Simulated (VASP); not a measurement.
# ZnReH (P4/mmm) in VASP: further runs, part 2 of 2

VASP 6.6.1. Earlier steps stand in the parts before.

**5. Relaxation of cell and atoms, PBE**

INCAR

```
SYSTEM = ZnReH
PREC = Accurate
ENCUT = 600
EDIFF = 1E-6
ISMEAR = 0
SIGMA = 0.1
LREAL = .FALSE.
LASPH = .TRUE.
NELM = 80
ALGO = Normal
ISIF = 3
LWAVE = .FALSE.
LCHARG = .FALSE.
GGA = PE
IBRION = 2
NSW = 90
EDIFFG = -0.04
```

KPOINTS

```
Automatic mesh
0
G
  8 8 4
  0 0 0
```

POSCAR

```
ZnReH
1.0
    2.4223967100      0.0000000000      0.0000000000
    0.0000000000      2.4223967100      0.0000000000
    0.0000000000      0.0000000000      4.8481452500
Zn Re H
1 1 1
Direct
    0.0000000000      0.0000000000      0.0000000000
    0.5000000000      0.5000000000      0.5000000000
    0.0000000000      0.0000000000      0.5000000000
```

Potentials or basis: VASP PAW PBE potentials, release 64 (Zn, Re, H).

Command:

```bash
> cat potpaw_PBE.64/Zn/POTCAR potpaw_PBE.64/Re/POTCAR potpaw_PBE.64/H/POTCAR > POTCAR
> mpirun -np 1 vasp_std > vasp.out
```

OUTCAR:

```text
SYSTEM = ZnReH
   PREC = Accurate
   ENCUT = 600
   EDIFF = 1E-6
   ISMEAR = 0
   LREAL = .FALSE.
   LASPH = .TRUE.
   NELM = 80
   ISIF = 3
   GGA = PE
   IBRION = 2
   NSW = 90
   EDIFFG = -0.04

 ion  position               nearest neighbor table
   1  0.000  0.000  0.000-   2 2.97   2 2.97   2 2.97   2 2.97   2 2.97   2 2.97   2 2.97   2 2.97

   2  0.500  0.500  0.500-   3 1.71   3 1.71   3 1.71   3 1.71   1 2.97   1 2.97   1 2.97   1 2.97
                             1 2.97   1 2.97   1 2.97   1 2.97
   3  0.000  0.000  0.500-   2 1.71   2 1.71   2 1.71   2 1.71

  LATTYP: Found a simple tetragonal cell.
 ALAT       =     2.4223967100
 C/A-ratio  =     2.0013836834

  Lattice vectors:

 A1 = (   2.4223967100,   0.0000000000,   0.0000000000)
 A2 = (   0.0000000000,   2.4223967100,   0.0000000000)
 A3 = (   0.0000000000,   0.0000000000,   4.8481452500)

Analysis of symmetry for initial positions (statically):
=====================================================================
 Subroutine PRICEL returns:
 Original cell was already a primitive cell.

 Routine SETGRP: Setting up the symmetry group for a
 simple tetragonal supercell.

 Subroutine GETGRP returns: Found 16 space group operations
 (whereof 16 operations were pure point group operations)
 out of a pool of 16 trial point group operations.

The static configuration has the point symmetry D_4h.

Analysis of symmetry for dynamics (positions and initial velocities):
=====================================================================
 Subroutine PRICEL returns:
 Original cell was already a primitive cell.

 Routine SETGRP: Setting up the symmetry group for a
 simple tetragonal supercell.

 Subroutine GETGRP returns: Found 16 space group operations
 (whereof 16 operations were pure point group operations)
 out of a pool of 16 trial point group operations.

The dynamic configuration has the point symmetry D_4h.

 Subroutine INISYM returns: Found 16 space group operations
 (whereof 16 operations are pure point group operations),
 and found     1 'primitive' translations

----------------------------------------------------------------------------------------
[... 151 lines left out ...]
  --------------------------------------------------------------------------------------
  -------------------------------------------------------------------------------------
  Total       18.4820239     18.4820239      0.1939040      0.0000000     -0.0000000      0.0000000
  in kB     1040.8639089   1040.8639089     10.9202164      0.0000000     -0.0000000      0.0000000
  external PRESSURE =     697.5493448 kB  Pullay stress =       0.0000000 kB
[... 92 lines left out ...]
  FREE ENERGIE OF THE ION-ELECTRON SYSTEM (eV)
  ---------------------------------------------------
  free  energy   TOTEN  =       -15.1506057553 eV

  energy  without entropy=      -15.1410114442  energy(sigma->0) =      -15.14580860

 E-fermi :   4.8452     XC(G=0): -11.9843

 val. band max:        4.8401312642   @ k =   0.3750   0.1250   0.2500
 cond. band min:       4.8763262668   @ k =   0.5000   0.3750   0.0000
 fundamental gap:      0.0361950027
 Fermi energy:         4.8451520888

 k-point     1 :       0.0000    0.0000    0.0000
  band No.  band energies     occupation
      1      -6.7255      2.00000
      2      -3.4008      2.00000
      3      -3.2020      2.00000
      4      -2.4090      2.00000
      5      -2.4090      2.00000
      6      -2.2566      2.00000
      7      -1.5874      2.00000
      8       0.3170      2.00000
      9       2.5787      2.00000
     10       5.7628      0.00000
     11       5.7628      0.00000
     12       7.1438      0.00000
     13       7.1820      0.00000
     14      15.5374      0.00000
[... 379 lines left out ...]
      3      -2.9095      2.00000
      4      -2.6460      2.00000
      5      -2.4405      2.00000
      6      -1.6039      2.00000
      7       0.2710      2.00000
      8       0.4477      2.00000
      9       2.1111      2.00000
     10       4.2161      2.00000
     11       5.0589      0.00251
     12       6.1475      0.00000
     13       6.7747      0.00000
     14      10.9640      0.00000

 [... further k-points ...]

[... ionic steps 4 to 9 ...]

--------------------------------------- Ionic step       10  -------------------------------------------

 number of electron      19.9999974 magnetization

------------------------ aborting loop because EDIFF is reached ----------------------------------------
[... 69 lines left out ...]
--------------------------------------- Ionic step       12  -------------------------------------------

 number of electron      19.9999973 magnetization

 Free energy of the ion-electron system (eV)
  ---------------------------------------------------
  ext. energy  EPLUGINS =         0.00000000
  ---------------------------------------------------
  free energy    TOTEN  =       -15.43990467 eV

  energy without entropy =      -15.43219428  energy(sigma->0) =      -15.43604947

 E-fermi :   5.5866     XC(G=0): -12.5474

 val. band max:        5.5828751757   @ k =   0.1250   0.1250   0.2500
 cond. band min:       5.6586762009   @ k =   0.3750   0.2500   0.2500
 fundamental gap:      0.0758010253
 Fermi energy:         5.5866413114

 k-point     1 :       0.0000    0.0000    0.0000
  band No.  band energies     occupation
      1      -6.5327      2.00000
      2      -2.7521      2.00000
      3      -2.3916      2.00000
      4      -1.6989      2.00000
      5      -1.6989      2.00000
      6      -1.4611      2.00000
      7      -0.0813      2.00000
      8       1.2489      2.00000
      9       4.1949      2.00000
     10       6.4678      0.00000
     11       6.4678      0.00000
     12       7.7204      0.00000
     13      10.2518      0.00000
     14      15.2040      0.00000
[... 421 lines left out ...]
  FREE ENERGIE OF THE ION-ELECTRON SYSTEM (eV)
  ---------------------------------------------------
  free  energy   TOTEN  =       -15.4399046678 eV

  energy  without entropy=      -15.4321942760  energy(sigma->0) =      -15.43604947

 reached required accuracy - stopping structural energy minimisation
```

Run time: 6.3 min. Hardware: 1 thread of AMD EPYC 7R13, shared host; peak memory 0.15 GiB.

Results:

| Quantity | Value |
| --- | --- |
| Free energy | -15.4399 eV |
| Relaxed volume | 10.82 Å³/atom |
| Relaxed cell | a = 2.753 Å, b = 2.753 Å, c = 4.284 Å, α = 90.00°, β = 90.00°, γ = 90.00° |
| Space group after relaxing (to 0.1 Å) | P4/mmm (No. 123) |
| Energy gained by relaxing | 709.7 meV/atom |
| Ionic steps | 12 |
| Pressure after relaxing | -0.1 GPa |
| Band gap on the k mesh | zero (bands 10 and 11 overlap by 3.27 eV) |

The path:
```csv
step,energy change (eV),largest force (eV/Å),pressure (GPa),volume (Å³)
1,0.0000,0.0000,69.75,28.45
2,0.0502,0.0000,-30.77,48.02
3,-1.8397,0.0000,-9.36,36.29
4,-1.8480,0.0000,-7.19,35.85
5,-1.8490,0.0000,-6.10,35.64
6,-2.0476,0.0000,-3.92,34.02
7,-2.1204,0.0000,-0.91,32.85
8,-2.0234,0.0000,10.34,30.41
9,-2.1283,0.0000,1.15,32.26
10,-2.1284,0.0000,0.96,32.33
11,-2.1284,0.0000,-1.07,32.62
12,-2.1290,0.0000,-0.08,32.47
```

Final structure:
```cif
data_structure
_symmetry_space_group_name_H-M 'P 1'
_symmetry_Int_Tables_number 1
_cell_length_a 2.7532
_cell_length_b 2.7532
_cell_length_c 4.2836
_cell_angle_alpha 90.000
_cell_angle_beta 90.000
_cell_angle_gamma 90.000
_cell_volume 32.47
loop_
_atom_site_label
_atom_site_type_symbol
_atom_site_fract_x
_atom_site_fract_y
_atom_site_fract_z
_atom_site_occupancy
Zn1 Zn 0.00000 0.00000 0.00000 1
Re1 Re 0.50000 0.50000 0.50000 1
H1 H 0.00000 0.00000 0.50000 1
```

Caveat: spin-orbit coupling is left out, which moves the levels of the heavy elements.

**6. The runs side by side**

```tsv
task	spin	cell	k mesh	cutoff (eV)	gap on the mesh (eV)	pressure (GPa)
single point	off	a = 2.422, b = 2.422, c = 4.848 Å, 3 atoms	8 × 8 × 4	520	none	69.7
single point	off	a = 2.750, b = 2.750, c = 4.279 Å, 3 atoms	8 × 8 × 4	520	none	0.7
single point	collinear	a = 2.750, b = 2.750, c = 4.279 Å, 3 atoms	6 × 6 × 4	520	none	2.8
relaxation of cell and atoms	off	relaxed from a = 2.422, b = 2.422, c = 4.848 Å, 3 atoms	8 × 8 × 4	600	none	-0.1
```

Alike in all rows: level PBE; potentials or basis VASP PAW PBE potentials, release 64 (Zn, Re, H); smearing gaussian 0.1 eV.

Caveats: some runs use coarse meshes; spin-orbit coupling is left out, which moves the levels of the heavy elements; the stress differs along the axes, from 1 to 104 GPa (at least some runs).

Total energies depend on the potentials used, so only differences within one code and one set of settings carry meaning.

The gap in the log of VASP goes by the Fermi energy; the results here count the filled bands.